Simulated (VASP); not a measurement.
# NaF (Villiaumite) (Fm-3m) in VASP: further runs

The runs below take NaF (Villiaumite) through single point, with PBEsol.

Program: VASP 6.6.1. These are calculated values, not measurements. Logs are shortened: lines on timing, memory, paths and dates and some standing lists are left out, and cuts for length are marked.

### 1 The cell of the first run

Symmetry: Fm-3m, No. 225, cubic system. Conventional cell: a = 4.545 Å, b = 4.545 Å, c = 4.545 Å, α = 90.00°, β = 90.00°, γ = 90.00°. Na (site symmetry m-3m) has 6 F at 2.27 Å within 3.0 Å. Within 3.0 Å of F (site symmetry m-3m) lie 6 Na at 2.27 Å.

### 2 Single point, PBEsol (volume scaled by 0.94)

File INCAR:

```
ALGO = Normal ; EDIFF = 1E-6
ENCUT = 520 ; GGA = PS
ISIF = 2 ; ISMEAR = -1
LASPH = True ; LCHARG = False
LREAL = False ; LWAVE = False
NBANDS = 14 ; NELM = 60
PREC = Accurate ; SIGMA = 0.05
```

File KPOINTS:

```
k-points
0
Gamma
  10 10 10
```

File POSCAR:

```
NaF
1.0
    0.0000000000      2.2726397722      2.2726397722
    2.2726397722      0.0000000000      2.2726397722
    2.2726397722      2.2726397722      0.0000000000
Na F
1 1
Direct
    0.0000000000      0.0000000000      0.0000000000
    0.5000000000      0.5000000000      0.5000000000
```

Potentials or basis: VASP PAW PBE potentials, release 64 (Na_pv, F).

Command:

```sh
> cat potpaw_PBE.64/Na_pv/POTCAR potpaw_PBE.64/F/POTCAR > POTCAR
> mpirun -np 1 vasp_std > vasp.out
```

OUTCAR:

```text
EDIFF = 1E-6
   ENCUT = 520
   GGA = PS
   ISIF = 2
   ISMEAR = -1
   LASPH = True
   LREAL = False
   NELM = 60
   PREC = Accurate

 ion  position               nearest neighbor table
   1  0.000  0.000  0.000-   2 2.27   2 2.27   2 2.27   2 2.27   2 2.27   2 2.27
   2  0.500  0.500  0.500-   1 2.27   1 2.27   1 2.27   1 2.27   1 2.27   1 2.27

  LATTYP: Found a face centered cubic cell.
 ALAT       =     4.5452795444

  Lattice vectors:

 A1 = (   0.0000000000,   2.2726397722,   2.2726397722)
 A2 = (   2.2726397722,   0.0000000000,   2.2726397722)
 A3 = (   2.2726397722,   2.2726397722,   0.0000000000)

Analysis of symmetry for initial positions (statically):
=====================================================================
 Subroutine PRICEL returns:
 Original cell was already a primitive cell.

 Routine SETGRP: Setting up the symmetry group for a
 face centered cubic supercell.

 Subroutine GETGRP returns: Found 48 space group operations
 (whereof 48 operations were pure point group operations)
 out of a pool of 48 trial point group operations.

The static configuration has the point symmetry O_h .

Analysis of symmetry for dynamics (positions and initial velocities):
=====================================================================
 Subroutine PRICEL returns:
 Original cell was already a primitive cell.

 Routine SETGRP: Setting up the symmetry group for a
 face centered cubic supercell.

 Subroutine GETGRP returns: Found 48 space group operations
 (whereof 48 operations were pure point group operations)
 out of a pool of 48 trial point group operations.

The dynamic configuration has the point symmetry O_h .

 Subroutine INISYM returns: Found 48 space group operations
 (whereof 48 operations are pure point group operations),
 and found     1 'primitive' translations

----------------------------------------------------------------------------------------

                                     Primitive cell

  volume of cell :      23.4759

  direct lattice vectors                    reciprocal lattice vectors
     0.000000000  2.272639772  2.272639772    -0.220008470  0.220008470  0.220008470
     2.272639772  0.000000000  2.272639772     0.220008470 -0.220008470  0.220008470
     2.272639772  2.272639772  0.000000000     0.220008470  0.220008470 -0.220008470

  length of vectors
     3.213997988  3.213997988  3.213997988     0.381065849  0.381065849  0.381065849

  position of ions in fractional coordinates (direct lattice)
     0.000000000  0.000000000  0.000000000
     0.500000000  0.500000000  0.500000000

  ion indices of the primitive-cell ions
   primitive index   ion index
                 1           1
                 2           2

----------------------------------------------------------------------------------------

 KPOINTS: k-points

Automatic generation of k-mesh.
 Grid dimensions read from file:
 generate k-points for:   10   10   10

 Generating k-lattice:

  Cartesian coordinates                     Fractional coordinates (reciprocal lattice)
    -0.022000847  0.022000847  0.022000847     0.100000000  0.000000000  0.000000000
     0.022000847 -0.022000847  0.022000847     0.000000000  0.100000000  0.000000000
     0.022000847  0.022000847 -0.022000847     0.000000000  0.000000000  0.100000000

  Length of vectors
     0.038106585  0.038106585  0.038106585

  Shift w.r.t. Gamma in fractional coordinates (k-lattice)
     0.000000000  0.000000000  0.000000000

 Subroutine IBZKPT returns following result:
 ===========================================

 Found     47 irreducible k-points:

 Following reciprocal coordinates:
            Coordinates               Weight
  0.000000  0.000000  0.000000      1.000000
  0.100000  0.000000  0.000000      8.000000
  0.200000  0.000000  0.000000      8.000000
  0.300000  0.000000  0.000000      8.000000
  0.400000  0.000000  0.000000      8.000000
  0.500000  0.000000  0.000000      4.000000
[... 16 lines left out ...]
  0.300000  0.300000  0.000000      6.000000
  0.400000  0.300000  0.000000     24.000000
 [... further k-points ...]
   k-points           NKPTS =     47   k-points in BZ     NKDIM =     47   number of bands    NBANDS=     14
   number of dos      NEDOS =    301   number of ions     NIONS =      2
   total plane-waves  NPLWV =  13824
   dimension x,y,z NGX =    24 NGY =   24 NGZ =   24
   dimension x,y,z NGXF=    48 NGYF=   48 NGZF=   48
   ions per type =               1   1
   NGX,Y,Z   is equivalent  to a cutoff of  12.41, 12.41, 12.41 a.u.
   NGXF,Y,Z  is equivalent  to a cutoff of  24.83, 24.83, 24.83 a.u.
 SYSTEM =  unknown system
   PREC   = accura    normal or accurate (medium, high low for compatibility)
   ISTART =      0    job   : 0-new  1-cont  2-samecut
   ICHARG =      2    charge: 1-file 2-atom 10-const
   ISPIN  =      1    spin polarized calculation?
   LNONCOLLINEAR =      F non collinear calculations
   LSORBIT =      F    spin-orbit coupling
   LASPH  =      T    aspherical Exc in radial PAW
   ENCUT  =  520.0 eV  38.22 Ry    6.18 a.u.   5.98  5.98  5.98*2*pi/ulx,y,z
   NELM   =     60;   NELMIN=  2; NELMDL= -5     # of ELM steps
   EDIFF  = 0.1E-05   stopping-criterion for ELM
   LREAL  =      F    real-space projection
   EDIFFG = 0.1E-04   stopping-criterion for IOM
   NSW    =      0    number of steps for IOM
   IBRION =     -1    ionic relax: 0-MD 1-quasi-New 2-CG
   NFREE  =      0    steps in history (QN), initial steepest desc. (CG)
   ISIF   =      2    stress and relaxation
   ISYM   =      2    0-nonsym 1-usesym 2-fastsym
   POTIM  = 0.5000    time-step for ionic-motion
   TEBEG  =    0.0;   TEEND  =   0.0 temperature during run
   PSTRESS=    0.0 pullay stress
   NELECT =      14.0000    total number of electrons
   NUPDOWN=      -1.0000    fix difference up-down
   EMIN   =  10.00;   EMAX   =-10.00  energy-range for DOS
   EFERMI =   0.00;   METHOD = LEGACY
   ISMEAR =    -1;   SIGMA  =   0.05  broadening in eV -4-tet -1-fermi 0-gaus
   EFERMI_NEDOS =   21; number of points for ismear=-14 and -15
   IALGO  =     38    algorithm
   IMIX   =      4    mixing-type and parameters
     AMIX     =   0.40;   BMIX     =  1.00
     AMIX_MAG =   1.60;   BMIX_MAG =  1.00
  volume/ion in A,a.u.               =      11.74        79.21
  Fermi-wavevector in a.u.,A,eV,Ry     =   1.377982  2.604009 25.835214  1.898835
  Thomas-Fermi vector in A             =   2.503085
   LORBIT       =      0    0 simple, 1 ext, 2 COOP (PROOUT), +10 PAW based schemes
   GGA     = PS    functional components
   LHFCALC =     F    Hartree Fock is set to
   AEXX    =    0.0000 exact exchange contribution
   IVDW    =     0    specifies the selected vdW correction
   LEPSILON=     F    determine dielectric tensor
   LRPA    =     F    only Hartree local field effects (RPA)
 non-spin polarized calculation
  energy-cutoff  :      520.00
  volume of cell :       23.48
 maximum number of plane-waves:       643
   NGX = 11   NGY = 11   NGZ = 11

 number of electron      14.0000005 magnetization

 Free energy of the ion-electron system (eV)
  ---------------------------------------------------
  ext. energy  EPLUGINS =         0.00000000
  ---------------------------------------------------
  free energy    TOTEN  =        -8.75453247 eV

  energy without entropy =       -8.75453247  energy(sigma->0) =       -8.75453247

 E-fermi :  -0.8621     XC(G=0):  -9.6279

 val. band max:       -1.9166098800   @ k =   0.0000   0.0000   0.0000
 cond. band min:       4.5557833646   @ k =   0.0000   0.0000   0.0000
 fundamental gap:      6.4723932446
 Fermi energy:        -0.8620934501

 k-point     1 :       0.0000    0.0000    0.0000
  band No.  band energies     occupation
      1     -21.0778      2.00000
      2     -20.5183      2.00000
      3     -20.5183      2.00000
      4     -20.5183      2.00000
      5      -1.9166      2.00000
      6      -1.9166      2.00000
      7      -1.9166      2.00000
      8       4.5558      0.00000
      9      17.3309      0.00000
     10      17.3309      0.00000
     11      17.3309      0.00000
     12      20.1362      0.00000
     13      22.5906      0.00000
     14      22.5906      0.00000

 k-point     2 :       0.1000    0.0000    0.0000
  band No.  band energies     occupation
      1     -21.1833      2.00000
      2     -20.5196      2.00000
      3     -20.5196      2.00000
      4     -20.3974      2.00000
      5      -2.1343      2.00000
      6      -1.9450      2.00000
      7      -1.9450      2.00000
      8       4.9318      0.00000
      9      15.9880      0.00000
     10      17.5033      0.00000
     11      17.5033      0.00000
     12      21.6935      0.00000
     13      22.2155      0.00000
     14      22.2155      0.00000

 k-point     3 :       0.2000    0.0000    0.0000
  band No.  band energies     occupation
      1     -21.3652      2.00000
      2     -20.5233      2.00000
      3     -20.5233      2.00000
      4     -20.1738      2.00000
      5      -2.6337      2.00000
      6      -2.0186      2.00000
      7      -2.0186      2.00000
      8       5.8911      0.00000
      9      14.2034      0.00000
     10      17.9440      0.00000
     11      17.9440      0.00000
     12      21.6139      0.00000
     13      21.6139      0.00000
     14      23.1421      0.00000
[... 324 lines left out ...]
 k-point    23 :       0.3000    0.3000    0.0000
  band No.  band energies     occupation
      1     -21.2818      2.00000
      2     -20.5616      2.00000
      3     -20.5616      2.00000
      4     -20.1900      2.00000
      5      -3.0886      2.00000
      6      -2.2162      2.00000
      7      -2.2162      2.00000
      8       7.9442      0.00000
      9      12.5009      0.00000
     10      16.4634      0.00000
     11      18.1260      0.00000
     12      18.1260      0.00000
     13      24.6850      0.00000
     14      24.9461      0.00000

 k-point    24 :       0.4000    0.3000    0.0000
  band No.  band energies     occupation
      1     -21.2434      2.00000
      2     -20.5786      2.00000
      3     -20.5682      2.00000
      4     -20.2090      2.00000
      5      -3.2074      2.00000
      6      -2.3354      2.00000
      7      -2.2734      2.00000
      8       8.9699      0.00000
      9      11.9650      0.00000
     10      15.3105      0.00000
     11      18.2497      0.00000
     12      18.2972      0.00000
     13      24.4086      0.00000
     14      25.3615      0.00000

 [... further k-points ...]

------------------------ aborting loop because EDIFF is reached ----------------------------------------

  FORCE on cell =-STRESS in cart. coord.  units (eV):
  Direction    XX          YY          ZZ          XY          YZ          ZX
  --------------------------------------------------------------------------------------
  -------------------------------------------------------------------------------------
  Total        0.4404775      0.4404775      0.4404775     -0.0000000      0.0000000      0.0000000
  in kB       30.0616287     30.0616287     30.0616287     -0.0000000      0.0000000      0.0000000
  external PRESSURE =      30.0616287 kB  Pullay stress =       0.0000000 kB

 VOLUME and BASIS-vectors are now :
 -----------------------------------------------------------------------------
  energy-cutoff  :      520.00
  volume of cell :       23.48
      direct lattice vectors                 reciprocal lattice vectors
     0.000000000  2.272639772  2.272639772    -0.220008470  0.220008470  0.220008470
     2.272639772  0.000000000  2.272639772     0.220008470 -0.220008470  0.220008470
     2.272639772  2.272639772  0.000000000     0.220008470  0.220008470 -0.220008470

 POSITION                                       TOTAL-FORCE (eV/Angst)
 -----------------------------------------------------------------------------------
      0.00000      0.00000      0.00000         0.000000      0.000000      0.000000
      2.27264      2.27264      2.27264         0.000000      0.000000      0.000000
 -----------------------------------------------------------------------------------
    total drift:                                0.000000     -0.000000      0.000000

  FREE ENERGIE OF THE ION-ELECTRON SYSTEM (eV)
  ---------------------------------------------------
  free  energy   TOTEN  =        -8.7545324704 eV

  energy  without entropy=       -8.7545324704  energy(sigma->0) =       -8.75453247
```

Run time: 4.3 s. Hardware: 1 thread of Intel Xeon 6975P-C (Granite Rapids), shared host; peak memory 0.14 GiB.

What came out:

* Free energy: -8.7545 eV
* Pressure: 3.0 GPa
* Band gap on the k mesh: 6.47 eV, direct

Levels at points of the mesh, in eV from the valence-band top:
| k point | band 5 | band 6 | band 7 | band 8 | band 9 | band 10 |
| --- | --- | --- | --- | --- | --- | --- |
| (0.00, 0.00, 0.00) | 0.00 | 0.00 | 0.00 | 6.47 | 19.25 | 19.25 |
| (0.50, 0.00, 0.00) | -1.75 | -0.29 | -0.29 | 10.96 | 12.83 | 20.61 |
| (0.50, 0.50, 0.00) | -1.39 | -0.44 | -0.44 | 13.28 | 13.46 | 14.10 |

Caveat: the cell differs from its parent crystal (volume scaled by 0.94); the PAW data sets were made with another functional, which shifts forces and pressure a little. A k mesh can miss the band edges.

### 3 Single point, PBEsol (volume scaled by 0.96)

File INCAR:

```
PREC = Accurate
ENCUT = 520
EDIFF = 1E-7
ISMEAR = -1
SIGMA = 0.05
LREAL = False
LASPH = True
NELM = 100
ALGO = Normal
ISIF = 2
LWAVE = False
LCHARG = False
GGA = PS
NBANDS = 14
```

File KPOINTS:

```
Automatic mesh
0
Gamma
  10 10 10
```

File POSCAR:

```
NaF
1.0
    0.0000000000      2.2886448050      2.2886448050
    2.2886448050      0.0000000000      2.2886448050
    2.2886448050      2.2886448050      0.0000000000
Na F
1 1
Direct
    0.0000000000      0.0000000000      0.0000000000
    0.5000000000      0.5000000000      0.5000000000
```

Potentials or basis: VASP PAW PBE potentials, release 64 (Na_pv, F).

Command:

```sh
> cat potpaw_PBE.64/Na_pv/POTCAR potpaw_PBE.64/F/POTCAR > POTCAR
> mpirun -np 1 vasp_std > vasp.out
```

It took 4.7 s on 1 thread of Intel Xeon 6975P-C (Granite Rapids), shared host; peak memory 0.13 GiB.

The run converged. Its results:

| Item | Value |
| --- | --- |
| Free energy | -8.7629 eV |
| Pressure | 1.8 GPa |
| Band gap on the k mesh | 6.36 eV, direct |

Levels at points of the mesh, in eV from the valence-band top:
```tsv
k point	band 4	band 5	band 6	band 7	band 8	band 9	band 10	band 11
(0.00, 0.00, 0.00)	-18.66	0.00	0.00	0.00	6.36	19.10	19.10	19.10
(0.50, 0.00, 0.00)	-17.91	-1.70	-0.28	-0.28	10.83	12.65	20.38	20.38
(0.50, 0.50, 0.00)	-18.72	-1.36	-0.43	-0.43	13.21	13.28	13.89	20.12
```

Caveat: the cell differs from its parent crystal (volume scaled by 0.96); the PAW data sets were made with another functional, which shifts forces and pressure a little. A k mesh can miss the band edges.

### 4 Single point, PBEsol (volume scaled by 0.98)

File INCAR:

```
SYSTEM = NaF
PREC     = Accurate       ! precision mode
ENCUT    = 520            ! plane-wave cutoff, eV
EDIFF    = 1E-6           ! SCF threshold, eV
ISMEAR   = -1             ! smearing method
SIGMA    = 0.05           ! smearing width, eV
LREAL    = .FALSE.        ! projectors in reciprocal space
LASPH    = .TRUE.         ! aspherical terms in the spheres
NELM     = 100            ! most SCF steps
ALGO     = Normal         ! electronic algorithm
ISIF     = 2              ! what is computed and relaxed
LWAVE    = .FALSE.        ! write WAVECAR
LCHARG   = .FALSE.        ! write CHGCAR
GGA      = PS             ! functional
NBANDS   = 14             ! bands
```

File KPOINTS:

```
regular mesh
0
G
  10 10 10
  0 0 0
```

File POSCAR:

```
NaF
1.0
    0.0000000000      2.3044290610      2.3044290610
    2.3044290610      0.0000000000      2.3044290610
    2.3044290610      2.3044290610      0.0000000000
Na F
1 1
Direct
    0.0000000000      0.0000000000      0.0000000000
    0.5000000000      0.5000000000      0.5000000000
```

Command:

```sh
> cat potpaw_PBE.64/Na_pv/POTCAR potpaw_PBE.64/F/POTCAR > POTCAR
> mpirun -np 1 vasp_std > vasp.out
```

Run time: 4.6 s. Hardware: 1 thread of Intel Xeon 6975P-C (Granite Rapids), shared host; peak memory 0.13 GiB.

It converged, with:

```
Free energy            : -8.7675 eV
Pressure               : 0.6 GPa
Band gap on the k mesh : 6.25 eV, direct
```

Levels at points of the mesh, in eV from the valence-band top:
| k point | band 4 | band 5 | band 6 | band 7 | band 8 | band 9 | band 10 | band 11 |
| --- | --- | --- | --- | --- | --- | --- | --- | --- |
| (0.00, 0.00, 0.00) | -18.72 | 0.00 | 0.00 | 0.00 | 6.25 | 18.96 | 18.96 | 18.96 |
| (0.50, 0.00, 0.00) | -17.97 | -1.66 | -0.27 | -0.27 | 10.70 | 12.47 | 20.16 | 20.16 |
| (0.50, 0.50, 0.00) | -18.78 | -1.32 | -0.42 | -0.42 | 13.11 | 13.15 | 13.69 | 19.85 |

Caveat: the cell differs from its parent crystal (volume scaled by 0.98); the PAW data sets were made with another functional, which shifts forces and pressure a little. A k mesh can miss the band edges.

### 5 Single point, PBEsol

This run uses another cell than the first one, of 12.49 Å³/atom, 1.064 times its volume.

File INCAR:

```
SYSTEM = NaF
PREC = Accurate
ENCUT = 520
EDIFF = 1E-7
ISMEAR = -1
SIGMA = 0.05
LREAL = .False.
LASPH = .True.
NELM = 60
ALGO = Normal
ISIF = 2
LWAVE = .False.
LCHARG = .False.
GGA = PS
NBANDS = 14
```

File KPOINTS:

```
Automatic mesh
0
Gamma
  10 10 10
  0 0 0
```

File POSCAR:

```
NaF
1.0
    0.0000000000      2.3200000000      2.3200000000
    2.3200000000      0.0000000000      2.3200000000
    2.3200000000      2.3200000000      0.0000000000
Na F
1 1
Direct
    0.0000000000      0.0000000000      0.0000000000
    0.5000000000      0.5000000000      0.5000000000
```

Command:

```sh
> cat potpaw_PBE.64/Na_pv/POTCAR potpaw_PBE.64/F/POTCAR > POTCAR
> mpirun -np 1 vasp_std > vasp.out
```

It took 4.6 s on 1 thread of Intel Xeon 6975P-C (Granite Rapids), shared host; peak memory 0.13 GiB.

The run converged. Its results:

* Free energy: -8.7688 eV
* Pressure: -0.3 GPa
* Band gap on the k mesh: 6.14 eV, direct

Levels at points of the mesh, in eV from the valence-band top:
```csv
k point,band 4,band 5,band 6,band 7,band 8,band 9,band 10,band 11
"(0.00, 0.00, 0.00)",-18.78,0.00,0.00,0.00,6.14,18.82,18.82,18.82
"(0.50, 0.00, 0.00)",-18.02,-1.61,-0.26,-0.26,10.58,12.30,19.94,19.94
"(0.50, 0.50, 0.00)",-18.79,-1.29,-0.41,-0.41,12.95,13.08,13.49,19.59
```

Caveat: the PAW data sets were made with another functional, which shifts forces and pressure a little. A k mesh can miss the band edges.

### 6 Summary

```tsv
cell	gap on the mesh (eV)	pressure (GPa)
a = 3.214 Å, angles 60.0°, 2 atoms	6.47	3.0
a = 3.237 Å, angles 60.0°, 2 atoms	6.36	1.8
a = 3.259 Å, angles 60.0°, 2 atoms	6.25	0.6
a = 3.281 Å, angles 60.0°, 2 atoms	6.14	-0.3
```

Alike in all rows: task single point; level PBEsol; potentials or basis VASP PAW PBE potentials, release 64 (Na_pv, F); no spin polarisation; k mesh 10 × 10 × 10; cutoff (eV) 520; smearing fermi-dirac 0.05 eV.

Caveats: the PAW data sets were made with another functional, which shifts forces and pressure a little.

Absolute energies hang on the potentials; compare differences alone.
